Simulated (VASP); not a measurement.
# TaN (Fm-3m) in VASP: a series of runs

Runs on TaN. Level: PBE. Tasks: single point.

Everything below comes from runs of VASP 6.6.1. Logs are shortened: lines on timing, memory, paths and dates and some standing lists are left out, and cuts for length are marked.

### Step 1. The cell of the first run

The structure is cubic, space group Fm-3m (No. 225). The conventional cell has a = 4.358 Å, b = 4.358 Å, c = 4.358 Å, α = 90.00°, β = 90.00°, γ = 90.00°. Ta (site symmetry m-3m) has 6 N at 2.18 Å within 2.9 Å. Within 2.9 Å of N (site symmetry m-3m) lie 6 Ta at 2.18 Å.

### Step 2. Single point, PBE

INCAR reads:

```
SYSTEM = TaN
PREC = Accurate
ENCUT = 520
EDIFF = 1E-6
ISMEAR = 1
SIGMA = 0.1
LREAL = .FALSE.
LASPH = .TRUE.
NELM = 80
ALGO = Normal
ISIF = 2
LWAVE = .FALSE.
LCHARG = .FALSE.
GGA = PE
NBANDS = 15
```

KPOINTS reads:

```
regular mesh
0
G
  9 9 9
  0 0 0
```

POSCAR reads:

```
TaN
1.0
    3.0815710000      0.0000000000      0.0000000000
    1.5407855000      2.6687187696      0.0000000000
    1.5407855000      0.8895729232      2.5160921854
Ta N
1 1
Direct
    0.5000000000      0.5000000000      0.5000000000
    0.0000000000      0.0000000000      0.0000000000
```

Potentials or basis: VASP PAW PBE potentials, release 64 (Ta_pv, N).

Run with:

```bash
> cat potpaw_PBE.64/Ta_pv/POTCAR potpaw_PBE.64/N/POTCAR > POTCAR
> mpirun -np 1 vasp_std > vasp.out
```

OUTCAR:

```text
SYSTEM = TaN
   PREC = Accurate
   ENCUT = 520
   EDIFF = 1E-6
   ISMEAR = 1
   LREAL = .FALSE.
   LASPH = .TRUE.
   NELM = 80
   ISIF = 2
   GGA = PE

 ion  position               nearest neighbor table
   1  0.500  0.500  0.500-   2 2.18   2 2.18   2 2.18   2 2.18   2 2.18   2 2.18
   2  0.000  0.000  0.000-   1 2.18   1 2.18   1 2.18   1 2.18   1 2.18   1 2.18

  LATTYP: Found a face centered cubic cell.
 ALAT       =     4.3579995017

  Lattice vectors:

 A1 = (   3.0815710000,   0.0000000000,   0.0000000000)
 A2 = (   1.5407855000,   2.6687187696,   0.0000000000)
 A3 = (   1.5407855000,   0.8895729232,   2.5160921854)

Analysis of symmetry for initial positions (statically):
=====================================================================
 Subroutine PRICEL returns:
 Original cell was already a primitive cell.

 Routine SETGRP: Setting up the symmetry group for a
 face centered cubic supercell.

 Subroutine GETGRP returns: Found 48 space group operations
 (whereof 48 operations were pure point group operations)
 out of a pool of 48 trial point group operations.

The static configuration has the point symmetry O_h .

Analysis of symmetry for dynamics (positions and initial velocities):
=====================================================================
 Subroutine PRICEL returns:
 Original cell was already a primitive cell.

 Routine SETGRP: Setting up the symmetry group for a
 face centered cubic supercell.

 Subroutine GETGRP returns: Found 48 space group operations
 (whereof 48 operations were pure point group operations)
 out of a pool of 48 trial point group operations.

The dynamic configuration has the point symmetry O_h .

 Subroutine INISYM returns: Found 48 space group operations
 (whereof 48 operations are pure point group operations),
 and found     1 'primitive' translations

----------------------------------------------------------------------------------------

                                     Primitive cell

  volume of cell :      20.6920

  direct lattice vectors                    reciprocal lattice vectors
     3.081571000  0.000000000  0.000000000     0.324509804 -0.187355822 -0.132480573
     1.540785500  2.668718770  0.000000000     0.000000000  0.374711645 -0.132480573
     1.540785500  0.889572923  2.516092185     0.000000000  0.000000000  0.397441718

  length of vectors
     3.081571000  3.081571000  3.081571000     0.397441718  0.397441718  0.397441718

  position of ions in fractional coordinates (direct lattice)
     0.500000000  0.500000000  0.500000000
     0.000000000  0.000000000  0.000000000

  ion indices of the primitive-cell ions
   primitive index   ion index
                 1           1
                 2           2

----------------------------------------------------------------------------------------

 KPOINTS: regular mesh

Automatic generation of k-mesh.
 Grid dimensions read from file:
 generate k-points for:    9    9    9

 Generating k-lattice:

  Cartesian coordinates                     Fractional coordinates (reciprocal lattice)
     0.036056645 -0.020817314 -0.014720064     0.111111111  0.000000000  0.000000000
     0.000000000  0.041634627 -0.014720064     0.000000000  0.111111111  0.000000000
     0.000000000  0.000000000  0.044160191     0.000000000  0.000000000  0.111111111

  Length of vectors
     0.044160191  0.044160191  0.044160191

  Shift w.r.t. Gamma in fractional coordinates (k-lattice)
     0.000000000  0.000000000  0.000000000

 Subroutine IBZKPT returns following result:
 ===========================================

 Found     35 irreducible k-points:

 Following reciprocal coordinates:
            Coordinates               Weight
  0.000000  0.000000  0.000000      1.000000
  0.111111 -0.000000  0.000000      8.000000
  0.222222 -0.000000 -0.000000      8.000000
  0.333333 -0.000000 -0.000000      8.000000
  0.444444 -0.000000 -0.000000      8.000000
  0.111111  0.111111  0.000000      6.000000
[... 16 lines left out ...]
 -0.333333  0.333333  0.000000     12.000000
  0.444444  0.444444  0.000000      6.000000
 [... further k-points ...]
   k-points           NKPTS =     35   k-points in BZ     NKDIM =     35   number of bands    NBANDS=     15
   number of dos      NEDOS =    301   number of ions     NIONS =      2
   total plane-waves  NPLWV =  13824
   dimension x,y,z NGX =    24 NGY =   24 NGZ =   24
   dimension x,y,z NGXF=    48 NGYF=   48 NGZF=   48
   ions per type =               1   1
   NGX,Y,Z   is equivalent  to a cutoff of  12.95, 12.95, 12.95 a.u.
   NGXF,Y,Z  is equivalent  to a cutoff of  25.90, 25.90, 25.90 a.u.
 SYSTEM =  TaN
   PREC   = accura    normal or accurate (medium, high low for compatibility)
   ISTART =      0    job   : 0-new  1-cont  2-samecut
   ICHARG =      2    charge: 1-file 2-atom 10-const
   ISPIN  =      1    spin polarized calculation?
   LNONCOLLINEAR =      F non collinear calculations
   LSORBIT =      F    spin-orbit coupling
   LASPH  =      T    aspherical Exc in radial PAW
   ENCUT  =  520.0 eV  38.22 Ry    6.18 a.u.   5.73  5.73  5.73*2*pi/ulx,y,z
   NELM   =     80;   NELMIN=  2; NELMDL= -5     # of ELM steps
   EDIFF  = 0.1E-05   stopping-criterion for ELM
   LREAL  =      F    real-space projection
   EDIFFG = 0.1E-04   stopping-criterion for IOM
   NSW    =      0    number of steps for IOM
   IBRION =     -1    ionic relax: 0-MD 1-quasi-New 2-CG
   NFREE  =      0    steps in history (QN), initial steepest desc. (CG)
   ISIF   =      2    stress and relaxation
   ISYM   =      2    0-nonsym 1-usesym 2-fastsym
   POTIM  = 0.5000    time-step for ionic-motion
   TEBEG  =    0.0;   TEEND  =   0.0 temperature during run
   PSTRESS=    0.0 pullay stress
   NELECT =      16.0000    total number of electrons
   NUPDOWN=      -1.0000    fix difference up-down
   EMIN   =  10.00;   EMAX   =-10.00  energy-range for DOS
   EFERMI =   0.00;   METHOD = LEGACY
   ISMEAR =     1;   SIGMA  =   0.10  broadening in eV -4-tet -1-fermi 0-gaus
   EFERMI_NEDOS =   21; number of points for ismear=-14 and -15
   IALGO  =     38    algorithm
   IMIX   =      4    mixing-type and parameters
     AMIX     =   0.40;   BMIX     =  1.00
     AMIX_MAG =   1.60;   BMIX_MAG =  1.00
  volume/ion in A,a.u.               =      10.35        69.82
  Fermi-wavevector in a.u.,A,eV,Ry     =   1.502615  2.839530 30.719929  2.257851
  Thomas-Fermi vector in A             =   2.613832
   LORBIT       =      0    0 simple, 1 ext, 2 COOP (PROOUT), +10 PAW based schemes
   GGA     = PE    functional components
   LHFCALC =     F    Hartree Fock is set to
   AEXX    =    0.0000 exact exchange contribution
   IVDW    =     0    specifies the selected vdW correction
   LEPSILON=     F    determine dielectric tensor
   LRPA    =     F    only Hartree local field effects (RPA)
 non-spin polarized calculation
 Methfessel and Paxton  Order N= 1 SIGMA  =   0.10
  energy-cutoff  :      520.00
  volume of cell :       20.69
 maximum number of plane-waves:       568
   NGX = 11   NGY = 11   NGZ = 11

 number of electron      16.0000000 magnetization

 Free energy of the ion-electron system (eV)
  ---------------------------------------------------
  ext. energy  EPLUGINS =         0.00000000
  ---------------------------------------------------
  free energy    TOTEN  =       -21.78582216 eV

  energy without entropy =      -21.78627238  energy(sigma->0) =      -21.78597224

 E-fermi :   9.7451     XC(G=0): -13.5906

 val. band max:        9.6463751122   @ k =  -0.4444   0.2222   0.1111
 cond. band min:       9.7897564575   @ k =  -0.2222   0.2222  -0.0000
 fundamental gap:      0.1433813453
 Fermi energy:         9.7451209548

 k-point     1 :       0.0000    0.0000    0.0000
  band No.  band energies     occupation
      1     -25.8723      2.00000
      2     -25.8723      2.00000
      3     -25.8723      2.00000
      4      -9.2317      2.00000
      5       5.9528      2.00000
      6       5.9528      2.00000
      7       5.9528      2.00000
      8       7.6743      2.00000
      9       7.6743      2.00000
     10       7.6743      2.00000
     11       9.9260     -0.02820
     12       9.9260     -0.02820
     13      11.6155     -0.00000
     14      19.2734      0.00000
     15      22.2742      0.00000

 k-point     2 :       0.1111   -0.0000    0.0000
  band No.  band energies     occupation
      1     -25.9918      2.00000
      2     -25.8830      2.00000
      3     -25.8830      2.00000
      4      -8.9208      2.00000
      5       4.6301      2.00000
      6       5.0429      2.00000
      7       5.0429      2.00000
      8       8.1194      2.00000
      9       8.1194      2.00000
     10       8.1875      2.00000
     11      11.0702     -0.00000
     12      11.0702     -0.00000
     13      12.4543      0.00000
     14      20.2016      0.00000
     15      22.2739      0.00000

 k-point     3 :       0.2222   -0.0000   -0.0000
  band No.  band energies     occupation
      1     -26.2823      2.00000
      2     -25.9099      2.00000
      3     -25.9099      2.00000
      4      -8.0945      2.00000
      5       2.5456      2.00000
      6       3.6961      2.00000
      7       3.6961      2.00000
      8       8.8515      2.00000
      9       9.1295      2.00000
     10       9.1295      2.00000
     11      13.3167      0.00000
     12      13.3167      0.00000
     13      14.0904      0.00000
     14      22.1556      0.00000
     15      22.2830      0.00000

 k-point     4 :       0.3333   -0.0000   -0.0000
  band No.  band energies     occupation
      1     -26.5945      2.00000
      2     -25.9401      2.00000
      3     -25.9401      2.00000
      4      -7.0309      2.00000
      5       0.6662      2.00000
      6       2.6770      2.00000
      7       2.6770      2.00000
      8       9.9289     -0.02603
      9      10.4988     -0.00000
     10      10.4988     -0.00000
     11      15.0625      0.00000
     12      15.6468      0.00000
     13      15.6468      0.00000
     14      22.1210      0.00000
     15      22.3756      0.00000
[... 307 lines left out ...]
 k-point    22 :      -0.4444    0.3333    0.0000
  band No.  band energies     occupation
      1     -26.5813      2.00000
      2     -26.3221      2.00000
      3     -26.1149      2.00000
      4      -7.3795      2.00000
      5       2.1107      2.00000
      6       2.9506      2.00000
      7       3.7266      2.00000
      8       7.1741      2.00000
      9      12.6086      0.00000
     10      12.7456      0.00000
     11      14.5266      0.00000
     12      15.0396      0.00000
     13      18.1938      0.00000
     14      20.0353      0.00000
     15      22.2830      0.00000

 k-point    23 :      -0.3333    0.3333    0.0000
  band No.  band energies     occupation
      1     -26.4946      2.00000
      2     -26.4433      2.00000
      3     -26.0589      2.00000
      4      -6.9824      2.00000
      5       1.1772      2.00000
      6       2.9099      2.00000
      7       2.9556      2.00000
      8       8.9866      2.00000
      9      11.7934      0.00000
     10      11.8285      0.00000
     11      14.1861      0.00000
     12      16.5165      0.00000
     13      19.6812      0.00000
     14      21.3028      0.00000
     15      21.3196      0.00000

 k-point    24 :       0.4444    0.4444    0.0000
  band No.  band energies     occupation
      1     -26.6511      2.00000
      2     -26.1754      2.00000
      3     -26.1754      2.00000
      4      -7.9262      2.00000
      5       2.9000      2.00000
      6       4.2739      2.00000
      7       5.1154      2.00000
      8       5.1154      2.00000
      9      11.9828      0.00000
     10      13.5039      0.00000
     11      13.5039      0.00000
     12      14.5332      0.00000
     13      17.3353      0.00000
     14      19.2663      0.00000
     15      22.2824      0.00000

 [... further k-points ...]

------------------------ aborting loop because EDIFF is reached ----------------------------------------

  FORCE on cell =-STRESS in cart. coord.  units (eV):
  Direction    XX          YY          ZZ          XY          YZ          ZX
  --------------------------------------------------------------------------------------
  -------------------------------------------------------------------------------------
  Total        1.9898051      1.9898051      1.9898051      0.0000000      0.0000000     -0.0000000
  in kB      154.0705320    154.0705320    154.0705320      0.0000000      0.0000000     -0.0000000
  external PRESSURE =     154.0705320 kB  Pullay stress =       0.0000000 kB

 VOLUME and BASIS-vectors are now :
 -----------------------------------------------------------------------------
  energy-cutoff  :      520.00
  volume of cell :       20.69
      direct lattice vectors                 reciprocal lattice vectors
     3.081571000  0.000000000  0.000000000     0.324509804 -0.187355822 -0.132480573
     1.540785500  2.668718770  0.000000000     0.000000000  0.374711645 -0.132480573
     1.540785500  0.889572923  2.516092185     0.000000000  0.000000000  0.397441718

 POSITION                                       TOTAL-FORCE (eV/Angst)
 -----------------------------------------------------------------------------------
      3.08157      1.77915      1.25805        -0.000000      0.000000      0.000000
      0.00000      0.00000      0.00000         0.000000     -0.000000      0.000000
 -----------------------------------------------------------------------------------
    total drift:                               -0.000000      0.000000     -0.000000

  FREE ENERGIE OF THE ION-ELECTRON SYSTEM (eV)
  ---------------------------------------------------
  free  energy   TOTEN  =       -21.7858221619 eV

  energy  without entropy=      -21.7862723818  energy(sigma->0) =      -21.78597224
```

Run time: 14 s. Hardware: 1 thread of Intel Xeon 8259CL, shared host; peak memory 0.14 GiB.

Results:

```yaml
Free_energy: -21.7858 eV
Pressure: 15.4 GPa
Band_gap_on_the_k_mesh: zero (band 8 reaches 11.47 eV, above the bottom of band 9 at 7.67 eV)
```

Caveat: spin-orbit coupling is left out, which moves the levels of the heavy elements.

[end of part 1 of 2]
